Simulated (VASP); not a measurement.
# TiH4 (P6/mmm) in VASP: a series of runs, part 3 of 3

VASP 6.6.1. Earlier steps stand in the parts before.

### Step 4. Relaxation of cell and atoms, PBE

This run uses another cell than the first one, of 6.64 Å³/atom.

Contents of INCAR:

```
SYSTEM = TiH4
PREC = Accurate
ENCUT = 600
EDIFF = 1E-6
ISMEAR = 0
SIGMA = 0.1
LREAL = .False.
LASPH = .True.
NELM = 80
ALGO = Normal
ISIF = 3
LWAVE = .False.
LCHARG = .False.
GGA = PE
IBRION = 2
NSW = 100
EDIFFG = -0.01
```

Contents of KPOINTS:

```
Automatic mesh
0
Gamma
  12 12 10
  0 0 0
```

Contents of POSCAR:

```
TiH4
1.0
    2.9750368855      0.0000000000      0.0000000000
   -1.4875184427      2.5764575200      0.0000000000
    0.0000000000      0.0000000000      4.3282818219
Ti H
1 4
Direct
    0.0000000000      0.0000000000      0.5000000000
    0.0000000000      0.0000000000      0.9029351951
    0.0000000000      0.0000000000      0.0970648049
    0.3333333333      0.6666666667      0.0000000000
    0.6666666667      0.3333333333      0.0000000000
```

Potentials or basis: VASP PAW PBE potentials, release 64 (Ti_sv, H).

On the command line:

```console
cat potpaw_PBE.64/Ti_sv/POTCAR potpaw_PBE.64/H/POTCAR > POTCAR
mpirun -np 1 vasp_std > vasp.out
```

OUTCAR:

```text
SYSTEM = TiH4
   PREC = Accurate
   ENCUT = 600
   EDIFF = 1E-6
   ISMEAR = 0
   LREAL = .False.
   LASPH = .True.
   NELM = 80
   ISIF = 3
   GGA = PE
   IBRION = 2
   NSW = 100
   EDIFFG = -0.01

 ion  position               nearest neighbor table
   1  0.000  0.000  0.500-   2 1.74   3 1.74
   2  0.000  0.000  0.903-   3 0.84   1 1.74
   3  0.000  0.000  0.097-   2 0.84   1 1.74
   4  0.333  0.667  0.000-
   5  0.667  0.333  0.000-

  LATTYP: Found a hexagonal cell.
 ALAT       =     2.9750368855
 C/A-ratio  =     1.4548666079

  Lattice vectors:

 A1 = (   2.9750368855,   0.0000000000,   0.0000000000)
 A2 = (  -1.4875184427,   2.5764575200,   0.0000000000)
 A3 = (   0.0000000000,   0.0000000000,   4.3282818219)

Analysis of symmetry for initial positions (statically):
=====================================================================
 Subroutine PRICEL returns:
 Original cell was already a primitive cell.

 Routine SETGRP: Setting up the symmetry group for a
 hexagonal supercell.

 Subroutine GETGRP returns: Found 24 space group operations
 (whereof 24 operations were pure point group operations)
 out of a pool of 24 trial point group operations.

The static configuration has the point symmetry D_6h.

Analysis of symmetry for dynamics (positions and initial velocities):
=====================================================================
 Subroutine PRICEL returns:
 Original cell was already a primitive cell.

 Routine SETGRP: Setting up the symmetry group for a
 hexagonal supercell.

 Subroutine GETGRP returns: Found 24 space group operations
 (whereof 24 operations were pure point group operations)
 out of a pool of 24 trial point group operations.

The dynamic configuration has the point symmetry D_6h.

 Subroutine INISYM returns: Found 24 space group operations
 (whereof 24 operations are pure point group operations),
 and found     1 'primitive' translations
[... 133 lines left out ...]
 non-spin polarized calculation
 Gauss-broadening in eV      SIGMA  =   0.10
  energy-cutoff  :      600.00
  volume of cell :       33.18
 maximum number of plane-waves:      1125
 NGX is ok and might be reduce to    24
   NGX = 11   NGY = 11   NGZ = 17

--------------------------------------- Ionic step        1  -------------------------------------------

 number of electron      16.0000001 magnetization

 Free energy of the ion-electron system (eV)
  ---------------------------------------------------
  ext. energy  EPLUGINS =         0.00000000
  ---------------------------------------------------
  free energy    TOTEN  =       -16.32728503 eV

  energy without entropy =      -16.31767361  energy(sigma->0) =      -16.32247932

------------------------ aborting loop because EDIFF is reached ----------------------------------------

  FORCE on cell =-STRESS in cart. coord.  units (eV):
  Direction    XX          YY          ZZ          XY          YZ          ZX
  --------------------------------------------------------------------------------------
  -------------------------------------------------------------------------------------
  Total       -0.2669418     -0.2669418      0.4853140     -0.0000000      0.0000000      0.0000000
  in kB      -12.8912876    -12.8912876     23.4370277     -0.0000000      0.0000000      0.0000000
  external PRESSURE =      -0.7818491 kB  Pullay stress =       0.0000000 kB
[... 221 lines left out ...]
--------------------------------------- Ionic step        7  -------------------------------------------

 number of electron      15.9999996 magnetization

 Free energy of the ion-electron system (eV)
  ---------------------------------------------------
  ext. energy  EPLUGINS =         0.00000000
  ---------------------------------------------------
  free energy    TOTEN  =       -16.34785140 eV

  energy without entropy =      -16.34008733  energy(sigma->0) =      -16.34396936

 E-fermi :   5.0830     XC(G=0): -10.7686

 val. band max:        5.0496044688   @ k =   0.4167   0.1667   0.2000
 cond. band min:       5.0985763648   @ k =   0.1667   0.0833   0.2000
 fundamental gap:      0.0489718960
 Fermi energy:         5.0830434139

 k-point     1 :       0.0000    0.0000    0.0000
  band No.  band energies     occupation
      1     -51.7603      2.00000
      2     -28.0433      2.00000
      3     -27.7520      2.00000
      4     -27.7520      2.00000
      5      -7.6132      2.00000
      6       1.9561      2.00000
      7       4.3388      2.00000
      8       6.0120      0.00000
      9       6.0120      0.00000
     10       6.8749      0.00000
     11       7.5585      0.00000
     12       7.5585      0.00000
[... 331 lines left out ...]
 k-point    24 :       0.3333   -0.0000    0.1000
  band No.  band energies     occupation
      1     -51.6998      2.00000
      2     -28.1329      2.00000
      3     -27.9860      2.00000
      4     -27.8399      2.00000
      5      -5.3397      2.00000
      6       1.8032      2.00000
      7       3.5432      2.00000
      8       4.4614      2.00000
      9       6.9513      0.00000
     10       7.0995      0.00000
     11       7.1479      0.00000
     12       7.7373      0.00000

 [... further k-points ...]
[... 5 lines left out ...]
  --------------------------------------------------------------------------------------
  -------------------------------------------------------------------------------------
  Total       -0.0174958     -0.0174958     -0.0422382     -0.0000000     -0.0000000     -0.0000000
  in kB       -0.8654189     -0.8654189     -2.0892818     -0.0000000     -0.0000000     -0.0000000
  external PRESSURE =      -1.2733732 kB  Pullay stress =       0.0000000 kB
[... 20 lines left out ...]
  FREE ENERGIE OF THE ION-ELECTRON SYSTEM (eV)
  ---------------------------------------------------
  free  energy   TOTEN  =       -16.3478513966 eV

  energy  without entropy=      -16.3400873318  energy(sigma->0) =      -16.34396936

 reached required accuracy - stopping structural energy minimisation
```

OSZICAR:

```text
N       E                     dE             d eps       ncg     rms          rms(c)
DAV:   1     0.110843301387E+03    0.11084E+03   -0.90874E+03  2736   0.158E+03
DAV:   2    -0.709059939488E+01   -0.11793E+03   -0.11483E+03  2832   0.371E+02
DAV:   3    -0.183318838313E+02   -0.11241E+02   -0.10763E+02  5012   0.962E+01
[... 62 lines left out ...]
DAV:   5    -0.163477433222E+02   -0.13369E-03   -0.22282E-04  3896   0.114E-01    0.348E-02
DAV:   6    -0.163478353817E+02   -0.92059E-04   -0.17071E-04  4048   0.680E-02    0.178E-02
DAV:   7    -0.163478493837E+02   -0.14002E-04   -0.27063E-05  3504   0.352E-02    0.412E-03
DAV:   8    -0.163478510061E+02   -0.16224E-05   -0.22153E-06  2812   0.994E-03    0.109E-03
DAV:   9    -0.163478513966E+02   -0.39044E-06   -0.15563E-07  1380   0.372E-03
   7 F= -.16347851E+02 E0= -.16343969E+02  d E =-.532588E-03
```

CONTCAR:

```text
TiH4
   1.00000000000000
     2.9073531525156366   -0.0000000000012992   -0.0000000000000000
    -1.4536765762100812    2.5178416878158525   -0.0000000000000000
     0.0000000000000000   -0.0000000000000000    4.4247859387620743
  Ti              H
     1     4
Direct
     1.0000000000000000    0.0000000000000000    0.5000000000000000
     0.0000000000000000    0.0000000000000000    0.8969421514564685
     0.0000000000000000    0.0000000000000000    0.1030578485435316
     0.3333333332999970    0.6666666667000030    0.0000000000000000
     0.6666666667000030    0.3333333332999970    1.0000000000000000

  0.00000000E+00  0.00000000E+00  0.00000000E+00
  0.00000000E+00  0.00000000E+00  0.00000000E+00
  0.00000000E+00  0.00000000E+00  0.00000000E+00
  0.00000000E+00  0.00000000E+00  0.00000000E+00
  0.00000000E+00  0.00000000E+00  0.00000000E+00
```

Run time: 4.5 min. Hardware: 1 thread of Intel Xeon 8259CL, shared host; peak memory 0.2 GiB.

What came out:

```yaml
Free_energy: -16.3479 eV
Relaxed_volume: 6.48 Å³/atom
Relaxed_cell: a = 2.907 Å, b = 2.907 Å, c = 4.425 Å, α = 90.00°, β = 90.00°, γ = 120.00°
Space_group_after_relaxing_to_0.1_Å: P6/mmm (No. 191)
Energy_gained_by_relaxing: 4.1 meV/atom
Ionic_steps: 7
Pressure_after_relaxing: -0.1 GPa
Largest_force_after_relaxing: 0.007 eV/Å
Band_gap_on_the_k_mesh: zero (bands 8 and 9 overlap by 1.65 eV)
```

Forces on the atoms (eV/Å):
```
Ti   0.000  0.000  0.000
H    0.000  0.000  0.007
H    0.000  0.000 -0.007
H    0.000  0.000  0.000
H    0.000  0.000  0.000
```

The path:
```csv
step,energy change (eV),largest force (eV/Å),pressure (GPa),volume (Å³)
1,0.0000,0.3709,-0.08,33.18
2,-0.0092,0.0523,-0.62,33.16
3,-0.0094,0.1045,-0.72,33.16
4,-0.0143,0.0577,-0.73,33.00
5,-0.0200,0.0456,-0.56,32.55
6,-0.0200,0.0359,-0.60,32.61
7,-0.0206,0.0068,-0.13,32.39
```

Final structure:
```
CELL_PARAMETERS angstrom
2.90735 0.00000 0.00000
-1.45368 2.51784 0.00000
0.00000 0.00000 4.42479
ATOMIC_POSITIONS crystal
Ti 0.00000 0.00000 0.50000
H 0.00000 0.00000 0.89694
H 0.00000 0.00000 0.10306
H 0.33333 0.66667 0.00000
H 0.66667 0.33333 0.00000
```

The gap in the log of VASP goes by the Fermi energy; the results here count the filled bands.